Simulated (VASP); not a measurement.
# Cu (Fd-3m) in VASP: a series of runs, part 2 of 2

VASP 6.6.1.

## Step 3: Single point, PBEsol

This run uses another cell than the first one, of 17.89 Å³/atom.

Input file INCAR:

```
SYSTEM = Cu
PREC = Accurate
ENCUT = 520
EDIFF = 1E-6
ISMEAR = -1
SIGMA = 0.1
LREAL = .FALSE.
LASPH = .TRUE.
NELM = 60
ALGO = Normal
ISIF = 2
LWAVE = .FALSE.
LCHARG = .TRUE.
GGA = PS
LELF = .TRUE.
LVHAR = .TRUE.
NBANDS = 18
```

Input file KPOINTS:

```
regular mesh
0
G
  17 17 17
  0 0 0
```

Input file POSCAR:

```
Cu
1.0
    0.0000000000      2.6155689717      2.6155689717
    2.6155689717      0.0000000000      2.6155689717
    2.6155689717      2.6155689717      0.0000000000
Cu
2
Direct
    0.1250000000      0.1250000000      0.1250000000
    0.8750000000      0.8750000000      0.8750000000
```

Potentials or basis: VASP PAW PBE potentials, release 64 (Cu).

On the command line:

```sh
> cat potpaw_PBE.64/Cu/POTCAR > POTCAR
> mpirun -np 1 vasp_std > vasp.out
```

OUTCAR:

```text
SYSTEM = Cu
   PREC = Accurate
   ENCUT = 520
   EDIFF = 1E-6
   ISMEAR = -1
   LREAL = .FALSE.
   LASPH = .TRUE.
   NELM = 60
   ISIF = 2
   GGA = PS

 ion  position               nearest neighbor table
   1  0.125  0.125  0.125-   2 2.27   2 2.27   2 2.27   2 2.27
   2  0.875  0.875  0.875-   1 2.27   1 2.27   1 2.27   1 2.27

  LATTYP: Found a face centered cubic cell.
 ALAT       =     5.2311379434

  Lattice vectors:

 A1 = (   0.0000000000,   2.6155689717,   2.6155689717)
[... 191 lines left out ...]
      5      -0.0126      2.00000
      6      -0.0126      2.00000
[... 481 lines left out ...]
      5       0.1207      2.00000
      6       0.1895      2.00000
[... 10 lines left out ...]
     17      15.8333      0.00000
     18      16.5219      0.00000

 [... further k-points ...]
[... 5 lines left out ...]
  --------------------------------------------------------------------------------------
  -------------------------------------------------------------------------------------
  Total        0.0145723      0.0145723      0.0145723     -0.0000000     -0.0000000      0.0000000
  in kB        0.6523963      0.6523963      0.6523963     -0.0000000     -0.0000000      0.0000000
  external PRESSURE =       0.6523963 kB  Pullay stress =       0.0000000 kB

 VOLUME and BASIS-vectors are now :
 -----------------------------------------------------------------------------
  energy-cutoff  :      520.00
  volume of cell :       35.79
      direct lattice vectors                 reciprocal lattice vectors
     0.000000000  2.615568972  2.615568972    -0.191162996  0.191162996  0.191162996
     2.615568972  0.000000000  2.615568972     0.191162996 -0.191162996  0.191162996
     2.615568972  2.615568972  0.000000000     0.191162996  0.191162996 -0.191162996

 POSITION                                       TOTAL-FORCE (eV/Angst)
 -----------------------------------------------------------------------------------
      0.65389      0.65389      0.65389         0.000000      0.000000      0.000000
      4.57725      4.57725      4.57725        -0.000000     -0.000000     -0.000000
 -----------------------------------------------------------------------------------
    total drift:                                0.000000      0.000000     -0.000000

  FREE ENERGIE OF THE ION-ELECTRON SYSTEM (eV)
  ---------------------------------------------------
  free  energy   TOTEN  =        -6.2568021471 eV

  energy  without entropy=       -6.2306997598  energy(sigma->0) =       -6.24375095
```

OSZICAR:

```text
N       E                     dE             d eps       ncg     rms          rms(c)
DAV:   1     0.132502951224E+03    0.13250E+03   -0.10243E+04  6036   0.188E+03
DAV:   2    -0.143959239147E+01   -0.13394E+03   -0.12643E+03  5952   0.276E+02
DAV:   3    -0.769236330722E+01   -0.62528E+01   -0.60305E+01  6734   0.859E+01
DAV:   4    -0.777963538530E+01   -0.87272E-01   -0.87196E-01  7110   0.108E+01
DAV:   5    -0.778104858470E+01   -0.14132E-02   -0.14131E-02  7208   0.118E+00    0.109E+01
DAV:   6    -0.751333969672E+01    0.26771E+00   -0.17051E+01  7144   0.102E+02    0.736E+00
DAV:   7    -0.626739901347E+01    0.12459E+01   -0.41419E+00  7022   0.478E+01    0.433E-01
DAV:   8    -0.626711352805E+01    0.28549E-03   -0.12286E-01  8666   0.640E+00    0.884E-01
DAV:   9    -0.625720551147E+01    0.99080E-02   -0.40857E-02  7568   0.459E+00    0.170E-01
DAV:  10    -0.625684133044E+01    0.36418E-03   -0.13147E-03  8476   0.736E-01    0.509E-02
DAV:  11    -0.625680200126E+01    0.39329E-04   -0.11006E-04  8930   0.205E-01    0.375E-03
DAV:  12    -0.625680214706E+01   -0.14580E-06   -0.52555E-06  6738   0.372E-02
   1 F= -.62568021E+01 E0= -.62437510E+01  d E =-.261024E-01
```

stdout:

```text
POSCAR found type information on POSCAR Cu
 POSCAR found :  1 types and       2 ions
 scaLAPACK will be used
 -----------------------------------------------------------------------------
|                                                                             |
|                                                                             |
|     You enforced a specific xc type in the INCAR file but a different       |
|     I HOPE YOU KNOW WHAT YOU ARE DOING!                                     |
|                                                                             |
 -----------------------------------------------------------------------------

 LDA part: xc-table for (Slater+PW92), standard interpolation
 POSCAR, INCAR and KPOINTS ok, starting setup
 FFT: planning ... GRIDC
 FFT: planning ... GRID_SOFT
 FFT: planning ... GRID
 WAVECAR not read
 entering main loop
```

It took 3 min on 1 thread of AMD EPYC 7R13, shared host; peak memory 0.19 GiB.

Results:

```
Free energy            : -6.2568 eV
Pressure               : 0.1 GPa
Band gap on the k mesh : zero (bands 11 and 12 overlap by 0.82 eV)
```

Levels at points of the mesh, in eV from the Fermi level:
| k point | band 9 | band 10 | band 11 | band 12 | band 13 | band 14 |
| --- | --- | --- | --- | --- | --- | --- |
| (0.00, 0.00, 0.00) | -1.97 | -1.25 | -1.25 | 10.20 | 10.20 | 10.20 |

Caveat: the PAW data sets were made with another functional, which shifts forces and pressure a little.

## Step 4: Single point, PBEsol (17.89 Å³/atom)

This run uses another cell than the first one, of 17.89 Å³/atom.

Input file INCAR:

```
PREC = Accurate
ENCUT = 520
EDIFF = 1E-6
ISMEAR = -1
SIGMA = 0.1
LREAL = False
LASPH = True
NELM = 60
ALGO = Normal
ISIF = 2
LWAVE = False
LCHARG = False
GGA = PS
NBANDS = 18
```

Input file KPOINTS:

```
regular mesh
0
Gamma
  17 17 17
```

POSCAR is that of step 3.

Potentials or basis: VASP PAW PBE potentials, release 64 (Cu).

On the command line:

```sh
> cat potpaw_PBE.64/Cu/POTCAR > POTCAR
> mpirun -np 1 vasp_std > vasp.out
```

OUTCAR:

```text
PREC = Accurate
   ENCUT = 520
   EDIFF = 1E-6
   ISMEAR = -1
   LREAL = False
   LASPH = True
   NELM = 60
   ISIF = 2
   GGA = PS

 ion  position               nearest neighbor table
   1  0.125  0.125  0.125-   2 2.27   2 2.27   2 2.27   2 2.27
   2  0.875  0.875  0.875-   1 2.27   1 2.27   1 2.27   1 2.27

  LATTYP: Found a face centered cubic cell.
 ALAT       =     5.2311379434

  Lattice vectors:

 A1 = (   0.0000000000,   2.6155689717,   2.6155689717)
 A2 = (   2.6155689717,   0.0000000000,   2.6155689717)
 A3 = (   2.6155689717,   2.6155689717,   0.0000000000)

Analysis of symmetry for initial positions (statically):
=====================================================================
 Subroutine PRICEL returns:
 Original cell was already a primitive cell.

 Routine SETGRP: Setting up the symmetry group for a
 face centered cubic supercell.

 Subroutine GETGRP returns: Found 48 space group operations
 (whereof 12 operations were pure point group operations)
 out of a pool of 48 trial point group operations.

The static configuration has the point symmetry D_3d.
[... 154 lines left out ...]
 Free energy of the ion-electron system (eV)
  ---------------------------------------------------
  ext. energy  EPLUGINS =         0.00000000
  ---------------------------------------------------
  free energy    TOTEN  =        -6.25680215 eV

  energy without entropy =       -6.23069976  energy(sigma->0) =       -6.24375095

 E-fermi :   3.1382     XC(G=0): -10.4005

 val. band max:        3.1371021602   @ k =   0.4706   0.0588   0.0000
 cond. band min:       3.2018962574   @ k =  -0.4118   0.1176   0.0000
 fundamental gap:      0.0647940972
 Fermi energy:         3.1381593903

 k-point     1 :       0.0000    0.0000    0.0000
  band No.  band energies     occupation
      1      -3.5094      2.00000
      2      -0.0335      2.00000
      3      -0.0335      2.00000
      4      -0.0335      2.00000
      5      -0.0126      2.00000
      6      -0.0126      2.00000
[... 481 lines left out ...]
      5       0.1207      2.00000
      6       0.1895      2.00000
[... 10 lines left out ...]
     17      15.8333      0.00000
     18      16.5219      0.00000

 [... further k-points ...]
[... 5 lines left out ...]
  --------------------------------------------------------------------------------------
  -------------------------------------------------------------------------------------
  Total        0.0145723      0.0145723      0.0145723     -0.0000000     -0.0000000      0.0000000
  in kB        0.6523963      0.6523963      0.6523963     -0.0000000     -0.0000000      0.0000000
  external PRESSURE =       0.6523963 kB  Pullay stress =       0.0000000 kB

 VOLUME and BASIS-vectors are now :
 -----------------------------------------------------------------------------
  energy-cutoff  :      520.00
  volume of cell :       35.79
      direct lattice vectors                 reciprocal lattice vectors
     0.000000000  2.615568972  2.615568972    -0.191162996  0.191162996  0.191162996
     2.615568972  0.000000000  2.615568972     0.191162996 -0.191162996  0.191162996
     2.615568972  2.615568972  0.000000000     0.191162996  0.191162996 -0.191162996

 POSITION                                       TOTAL-FORCE (eV/Angst)
 -----------------------------------------------------------------------------------
      0.65389      0.65389      0.65389         0.000000      0.000000      0.000000
      4.57725      4.57725      4.57725        -0.000000     -0.000000     -0.000000
 -----------------------------------------------------------------------------------
    total drift:                                0.000000      0.000000     -0.000000

  FREE ENERGIE OF THE ION-ELECTRON SYSTEM (eV)
  ---------------------------------------------------
  free  energy   TOTEN  =        -6.2568021471 eV

  energy  without entropy=       -6.2306997598  energy(sigma->0) =       -6.24375095
```

OSZICAR:

```text
N       E                     dE             d eps       ncg     rms          rms(c)
DAV:   1     0.132502951224E+03    0.13250E+03   -0.10243E+04  6036   0.188E+03
DAV:   2    -0.143959239147E+01   -0.13394E+03   -0.12643E+03  5952   0.276E+02
DAV:   3    -0.769236330722E+01   -0.62528E+01   -0.60305E+01  6734   0.859E+01
DAV:   4    -0.777963538530E+01   -0.87272E-01   -0.87196E-01  7110   0.108E+01
DAV:   5    -0.778104858470E+01   -0.14132E-02   -0.14131E-02  7208   0.118E+00    0.109E+01
DAV:   6    -0.751333969672E+01    0.26771E+00   -0.17051E+01  7144   0.102E+02    0.736E+00
DAV:   7    -0.626739901347E+01    0.12459E+01   -0.41419E+00  7022   0.478E+01    0.433E-01
DAV:   8    -0.626711352805E+01    0.28549E-03   -0.12286E-01  8666   0.640E+00    0.884E-01
DAV:   9    -0.625720551147E+01    0.99080E-02   -0.40857E-02  7568   0.459E+00    0.170E-01
DAV:  10    -0.625684133044E+01    0.36418E-03   -0.13147E-03  8476   0.736E-01    0.509E-02
DAV:  11    -0.625680200126E+01    0.39329E-04   -0.11006E-04  8930   0.205E-01    0.375E-03
DAV:  12    -0.625680214706E+01   -0.14580E-06   -0.52555E-06  6738   0.372E-02
   1 F= -.62568021E+01 E0= -.62437510E+01  d E =-.261024E-01
```

Run time: 3 min. Hardware: 1 thread of AMD EPYC 7R13, shared host; peak memory 0.19 GiB.

Results:

- Free energy: -6.2568 eV
- Pressure: 0.1 GPa
- Band gap on the k mesh: zero (bands 11 and 12 overlap by 0.82 eV)

Caveat: the PAW data sets were made with another functional, which shifts forces and pressure a little.

The gap in the log of VASP goes by the Fermi energy; the results here count the filled bands.